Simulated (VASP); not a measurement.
The system is Fe.

```
Fe
1.0
     0.00000   -1.94174    1.96511
     0.00000    1.94174    1.96511
    -2.99688    0.00000    0.00000
Fe
2
Cartesian
  0.0000 0.0000 0.0000
  -1.4984 0.0000 1.9651
```

Base run:

* Program: VASP 6.6.1
* Functional: r2SCAN
* Potentials or basis: VASP PAW PBE potentials, release 64 (Fe)
* Cutoff: 520 eV
* k mesh: 9 × 9 × 9
* Occupations: fermi-dirac, width 0.1 eV
* Spin: collinear spin, ferromagnetic start
* Starting moments: [3.0, 3.0] μB

Its results: pressure 6.2 GPa; net moment 5.28 μB per cell; site moments Fe +2.69 μB.

Question: The run is repeated on the same cell with these changes: spin from collinear spin, ferromagnetic start to collinear spin, antiferromagnetic start; moments at the start from [3.0, 3.0] to [3.0, -3.0]. What comes out?

Answer: Pressure 6.9 GPa; net moment 0.00 μB per cell; site moments Fe +2.51, -2.51 μB.

Caveats: the PAW data sets were made with another functional, which shifts forces and pressure a little.
